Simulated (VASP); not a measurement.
# ScAl (Pm-3m) in VASP: single point with LDA

Aim: the single point of ScAl with LDA.

Program: VASP 6.6.1. These are calculated values, not measurements. Logs are shortened: lines on timing, memory, paths and dates and some standing lists are left out, and cuts for length are marked.

### 1 The cell of the first run

It takes space group Pm-3m (No. 221, cubic). Conventional cell: a = 3.436 Å, b = 3.436 Å, c = 3.436 Å, α = 90.00°, β = 90.00°, γ = 90.00°. Sc (site symmetry m-3m) has 8 Al at 2.98 Å and 6 Sc at 3.44 Å within 3.9 Å. Al (site symmetry m-3m) has 8 Sc at 2.98 Å and 6 Al at 3.44 Å within 3.9 Å.

### 2 Single point, LDA (20.29 Å³/atom)

Contents of INCAR:

```
PREC     = Accurate       # precision mode
ENCUT    = 520            # plane-wave cutoff, eV
EDIFF    = 1E-7           # SCF threshold, eV
ISMEAR   = -1             # smearing method
SIGMA    = 0.05           # smearing width, eV
LREAL    = F              # projectors in reciprocal space
LASPH    = T              # aspherical terms in the spheres
NELM     = 60             # most SCF steps
ALGO     = Normal         # electronic algorithm
ISIF     = 2              # what is computed and relaxed
LWAVE    = F              # write WAVECAR
LCHARG   = F              # write CHGCAR
GGA      = CA             # functional
NBANDS   = 14             # bands
```

Contents of KPOINTS:

```
Automatic mesh
0
Gamma
  10 10 10
```

Contents of POSCAR:

```
ScAl
1.0
    3.4364510258      0.0000000000      0.0000000000
    0.0000000000      3.4364510258      0.0000000000
    0.0000000000      0.0000000000      3.4364510258
Sc Al
1 1
Direct
    0.5000000000      0.5000000000      0.5000000000
    0.0000000000      0.0000000000      0.0000000000
```

Potentials or basis: VASP PAW LDA potentials, release 64 (Sc_sv, Al).

Run with:

```bash
cat potpaw_LDA.64/Sc_sv/POTCAR potpaw_LDA.64/Al/POTCAR > POTCAR
mpirun -np 1 vasp_std > vasp.out
```

OUTCAR:

```text
PREC = Accurate
   ENCUT = 520
   EDIFF = 1E-7
   ISMEAR = -1
   LREAL = F
   LASPH = T
   NELM = 60
   ISIF = 2
   GGA = CA

 ion  position               nearest neighbor table
   1  0.500  0.500  0.500-   2 2.98   2 2.98   2 2.98   2 2.98   2 2.98   2 2.98   2 2.98   2 2.98

   2  0.000  0.000  0.000-   1 2.98   1 2.98   1 2.98   1 2.98   1 2.98   1 2.98   1 2.98   1 2.98

  LATTYP: Found a simple cubic cell.
 ALAT       =     3.4364510258

  Lattice vectors:

 A1 = (   3.4364510258,   0.0000000000,   0.0000000000)
 A2 = (   0.0000000000,   3.4364510258,   0.0000000000)
 A3 = (   0.0000000000,   0.0000000000,   3.4364510258)

Analysis of symmetry for initial positions (statically):
=====================================================================
 Subroutine PRICEL returns:
 Original cell was already a primitive cell.

 Routine SETGRP: Setting up the symmetry group for a
 simple cubic supercell.

 Subroutine GETGRP returns: Found 48 space group operations
 (whereof 48 operations were pure point group operations)
 out of a pool of 48 trial point group operations.

The static configuration has the point symmetry O_h .

Analysis of symmetry for dynamics (positions and initial velocities):
=====================================================================
 Subroutine PRICEL returns:
 Original cell was already a primitive cell.

 Routine SETGRP: Setting up the symmetry group for a
 simple cubic supercell.

 Subroutine GETGRP returns: Found 48 space group operations
 (whereof 48 operations were pure point group operations)
 out of a pool of 48 trial point group operations.

The dynamic configuration has the point symmetry O_h .

 Subroutine INISYM returns: Found 48 space group operations
 (whereof 48 operations are pure point group operations),
 and found     1 'primitive' translations

----------------------------------------------------------------------------------------

                                     Primitive cell

  volume of cell :      40.5817

  direct lattice vectors                    reciprocal lattice vectors
     3.436451026  0.000000000  0.000000000     0.290997891  0.000000000  0.000000000
     0.000000000  3.436451026  0.000000000     0.000000000  0.290997891  0.000000000
     0.000000000  0.000000000  3.436451026     0.000000000  0.000000000  0.290997891

  length of vectors
     3.436451026  3.436451026  3.436451026     0.290997891  0.290997891  0.290997891

  position of ions in fractional coordinates (direct lattice)
     0.500000000  0.500000000  0.500000000
     0.000000000  0.000000000  0.000000000

  ion indices of the primitive-cell ions
   primitive index   ion index
                 1           1
                 2           2

----------------------------------------------------------------------------------------

 KPOINTS: Automatic mesh

Automatic generation of k-mesh.
 Grid dimensions read from file:
 generate k-points for:   10   10   10

 Generating k-lattice:

  Cartesian coordinates                     Fractional coordinates (reciprocal lattice)
     0.029099789  0.000000000  0.000000000     0.100000000  0.000000000  0.000000000
     0.000000000  0.029099789  0.000000000     0.000000000  0.100000000  0.000000000
     0.000000000  0.000000000  0.029099789     0.000000000  0.000000000  0.100000000

  Length of vectors
     0.029099789  0.029099789  0.029099789

  Shift w.r.t. Gamma in fractional coordinates (k-lattice)
     0.000000000  0.000000000  0.000000000

 Subroutine IBZKPT returns following result:
 ===========================================

 Found     56 irreducible k-points:

 Following reciprocal coordinates:
            Coordinates               Weight
  0.000000  0.000000  0.000000      1.000000
  0.100000  0.000000  0.000000      6.000000
  0.200000  0.000000  0.000000      6.000000
  0.300000  0.000000  0.000000      6.000000
  0.400000  0.000000  0.000000      6.000000
  0.500000  0.000000  0.000000      3.000000
[... 16 lines left out ...]
  0.200000  0.100000  0.100000     24.000000
  0.300000  0.100000  0.100000     24.000000
 [... further k-points ...]
   k-points           NKPTS =     56   k-points in BZ     NKDIM =     56   number of bands    NBANDS=     14
   number of dos      NEDOS =    301   number of ions     NIONS =      2
   total plane-waves  NPLWV =  21952
   dimension x,y,z NGX =    28 NGY =   28 NGZ =   28
   dimension x,y,z NGXF=    56 NGYF=   56 NGZF=   56
   ions per type =               1   1
   NGX,Y,Z   is equivalent  to a cutoff of  13.55, 13.55, 13.55 a.u.
   NGXF,Y,Z  is equivalent  to a cutoff of  27.09, 27.09, 27.09 a.u.
 SYSTEM =  unknown system
   PREC   = accura    normal or accurate (medium, high low for compatibility)
   ISTART =      0    job   : 0-new  1-cont  2-samecut
   ICHARG =      2    charge: 1-file 2-atom 10-const
   ISPIN  =      1    spin polarized calculation?
   LNONCOLLINEAR =      F non collinear calculations
   LSORBIT =      F    spin-orbit coupling
   LASPH  =      T    aspherical Exc in radial PAW
   ENCUT  =  520.0 eV  38.22 Ry    6.18 a.u.   6.39  6.39  6.39*2*pi/ulx,y,z
   NELM   =     60;   NELMIN=  2; NELMDL= -5     # of ELM steps
   EDIFF  = 0.1E-06   stopping-criterion for ELM
   LREAL  =      F    real-space projection
   EDIFFG = 0.1E-05   stopping-criterion for IOM
   NSW    =      0    number of steps for IOM
   IBRION =     -1    ionic relax: 0-MD 1-quasi-New 2-CG
   NFREE  =      0    steps in history (QN), initial steepest desc. (CG)
   ISIF   =      2    stress and relaxation
   ISYM   =      2    0-nonsym 1-usesym 2-fastsym
   POTIM  = 0.5000    time-step for ionic-motion
   TEBEG  =    0.0;   TEEND  =   0.0 temperature during run
   PSTRESS=    0.0 pullay stress
   NELECT =      14.0000    total number of electrons
   NUPDOWN=      -1.0000    fix difference up-down
   EMIN   =  10.00;   EMAX   =-10.00  energy-range for DOS
   EFERMI =   0.00;   METHOD = LEGACY
   ISMEAR =    -1;   SIGMA  =   0.05  broadening in eV -4-tet -1-fermi 0-gaus
   EFERMI_NEDOS =   21; number of points for ismear=-14 and -15
   IALGO  =     38    algorithm
   IMIX   =      4    mixing-type and parameters
     AMIX     =   0.40;   BMIX     =  1.00
     AMIX_MAG =   1.60;   BMIX_MAG =  1.00
  volume/ion in A,a.u.               =      20.29       136.93
  Fermi-wavevector in a.u.,A,eV,Ry     =   1.148173  2.169732 17.936579  1.318301
  Thomas-Fermi vector in A             =   2.284849
   LORBIT       =      0    0 simple, 1 ext, 2 COOP (PROOUT), +10 PAW based schemes
   GGA     = CA    functional components
   LHFCALC =     F    Hartree Fock is set to
   AEXX    =    0.0000 exact exchange contribution
   IVDW    =     0    specifies the selected vdW correction
   LEPSILON=     F    determine dielectric tensor
   LRPA    =     F    only Hartree local field effects (RPA)
 non-spin polarized calculation
  energy-cutoff  :      520.00
  volume of cell :       40.58
 maximum number of plane-waves:      1108
 NGX is ok and might be reduce to    28
   NGX = 13   NGY = 13   NGZ = 13

 number of electron      13.9999996 magnetization

 Free energy of the ion-electron system (eV)
  ---------------------------------------------------
  ext. energy  EPLUGINS =         0.00000000
  ---------------------------------------------------
  free energy    TOTEN  =       -11.77895225 eV

  energy without entropy =      -11.77161765  energy(sigma->0) =      -11.77528495

 E-fermi :   5.3896     XC(G=0): -10.2989

 val. band max:        5.3892115632   @ k =   0.4000   0.1000   0.1000
 cond. band min:       5.4105283752   @ k =   0.4000   0.4000   0.0000
 fundamental gap:      0.0213168120
 Fermi energy:         5.3896229604

 k-point     1 :       0.0000    0.0000    0.0000
  band No.  band energies     occupation
      1     -43.6342      2.00000
      2     -22.5603      2.00000
      3     -22.5603      2.00000
      4     -22.5603      2.00000
      5      -2.8015      2.00000
      6       4.7946      1.99999
      7       4.7946      1.99999
      8       7.8532      0.00000
      9       7.8532      0.00000
     10       7.8532      0.00000
     11       8.8857      0.00000
     12       8.8857      0.00000
     13       8.8857      0.00000
     14      13.7249      0.00000

 k-point     2 :       0.1000    0.0000    0.0000
  band No.  band energies     occupation
      1     -43.6331      2.00000
      2     -22.5747      2.00000
      3     -22.5590      2.00000
      4     -22.5590      2.00000
      5      -2.6659      2.00000
      6       4.6485      2.00000
      7       4.8602      1.99995
      8       7.4684      0.00000
      9       7.4684      0.00000
     10       7.8721      0.00000
     11       8.4921      0.00000
     12       9.3662      0.00000
     13       9.3662      0.00000
     14      13.5082      0.00000

 k-point     3 :       0.2000    0.0000    0.0000
  band No.  band energies     occupation
      1     -43.6301      2.00000
      2     -22.6122      2.00000
      3     -22.5557      2.00000
      4     -22.5557      2.00000
      5      -2.2669      2.00000
      6       4.0536      2.00000
      7       5.0431      1.99805
      8       6.9115      0.00000
      9       6.9115      0.00000
     10       7.9224      0.00000
     11       8.0938      0.00000
     12      10.2216      0.00000
     13      10.2216      0.00000
     14      12.9431      0.00000

 k-point     4 :       0.3000    0.0000    0.0000
  band No.  band energies     occupation
      1     -43.6265      2.00000
      2     -22.6581      2.00000
      3     -22.5516      2.00000
      4     -22.5516      2.00000
      5      -1.6284      2.00000
      6       2.9888      2.00000
      7       5.2964      1.73166
      8       6.4609      0.00000
      9       6.4609      0.00000
     10       7.9859      0.00000
     11       8.2442      0.00000
     12      11.2027      0.00000
     13      11.2027      0.00000
     14      12.2458      0.00000

 k-point     5 :       0.4000    0.0000    0.0000
  band No.  band energies     occupation
      1     -43.6235      2.00000
      2     -22.6950      2.00000
      3     -22.5483      2.00000
      4     -22.5483      2.00000
      5      -0.8082      2.00000
      6       1.7908      2.00000
      7       5.5309      0.11189
      8       6.1743      0.00000
      9       6.1743      0.00000
     10       8.0385      0.00000
     11       8.6493      0.00000
[... 276 lines left out ...]
 k-point    22 :       0.1000    0.1000    0.1000
  band No.  band energies     occupation
      1     -43.6309      2.00000
      2     -22.5736      2.00000
      3     -22.5712      2.00000
      4     -22.5712      2.00000
      5      -2.4003      2.00000
      6       4.7093      2.00000
      7       4.7093      2.00000
      8       6.7673      0.00000
      9       7.3707      0.00000
     10       7.3707      0.00000
     11       9.2561      0.00000
     12       9.2561      0.00000
     13       9.4036      0.00000
     14      14.1710      0.00000

 k-point    23 :       0.2000    0.1000    0.1000
  band No.  band energies     occupation
      1     -43.6279      2.00000
      2     -22.6092      2.00000
      3     -22.5692      2.00000
      4     -22.5678      2.00000
      5      -2.0128      2.00000
      6       4.2005      2.00000
      7       4.8784      1.99993
      8       6.3895      0.00000
      9       6.8064      0.00000
     10       7.4704      0.00000
     11       8.7039      0.00000
     12       9.9305      0.00000
     13      10.0264      0.00000
     14      13.7162      0.00000

 k-point    24 :       0.3000    0.1000    0.1000
  band No.  band energies     occupation
      1     -43.6242      2.00000
      2     -22.6546      2.00000
      3     -22.5648      2.00000
      4     -22.5635      2.00000
      5      -1.3954      2.00000
      6       3.1696      2.00000
      7       5.1222      1.99054
      8       6.2831      0.00000
      9       6.3214      0.00000
     10       7.5900      0.00000
     11       8.5272      0.00000
     12      10.5656      0.00000
     13      10.8066      0.00000
     14      13.2055      0.00000

 [... further k-points ...]
[... 5 lines left out ...]
  --------------------------------------------------------------------------------------
  -------------------------------------------------------------------------------------
  Total       -1.9641530     -1.9641530     -1.9641530      0.0000000      0.0000000     -0.0000000
  in kB      -77.5452902    -77.5452902    -77.5452902      0.0000000      0.0000000     -0.0000000
  external PRESSURE =     -77.5452902 kB  Pullay stress =       0.0000000 kB

 VOLUME and BASIS-vectors are now :
 -----------------------------------------------------------------------------
  energy-cutoff  :      520.00
  volume of cell :       40.58
      direct lattice vectors                 reciprocal lattice vectors
     3.436451026  0.000000000  0.000000000     0.290997891  0.000000000  0.000000000
     0.000000000  3.436451026  0.000000000     0.000000000  0.290997891  0.000000000
     0.000000000  0.000000000  3.436451026     0.000000000  0.000000000  0.290997891

 POSITION                                       TOTAL-FORCE (eV/Angst)
 -----------------------------------------------------------------------------------
      1.71823      1.71823      1.71823         0.000000      0.000000      0.000000
      0.00000      0.00000      0.00000         0.000000      0.000000      0.000000
 -----------------------------------------------------------------------------------
    total drift:                                0.000000      0.000000      0.000000

  FREE ENERGIE OF THE ION-ELECTRON SYSTEM (eV)
  ---------------------------------------------------
  free  energy   TOTEN  =       -11.7789522463 eV

  energy  without entropy=      -11.7716176466  energy(sigma->0) =      -11.77528495
```

It took 21 s on 1 thread of Intel Xeon Platinum 8375C at 2.90GHz (Ice Lake), shared host; peak memory 0.16 GiB.

What came out:

* Free energy: -11.7790 eV
* Pressure: -7.8 GPa
* Band gap on the k mesh: zero (bands 7 and 8 overlap by 1.09 eV)

Levels at points of the mesh, in eV from the Fermi level:
| k point | band 4 | band 5 | band 6 | band 7 | band 8 | band 9 | band 10 | band 11 |
| --- | --- | --- | --- | --- | --- | --- | --- | --- |
| (0.00, 0.00, 0.00) | -27.95 | -8.19 | -0.60 | -0.60 | 2.46 | 2.46 | 2.46 | 3.50 |
| (0.50, 0.00, 0.00) | -27.94 | -5.57 | -4.37 | 0.24 | 0.69 | 0.69 | 2.67 | 3.47 |
| (0.50, 0.50, 0.00) | -27.92 | -4.60 | -1.77 | -1.77 | -0.81 | 1.40 | 1.40 | 3.37 |
| (0.50, 0.50, 0.50) | -28.06 | -2.39 | -2.39 | -2.39 | -0.79 | 2.80 | 2.80 | 2.80 |

Caveat: the cell stands under tension.

The gap in the log of VASP goes by the Fermi energy; the results here count the filled bands.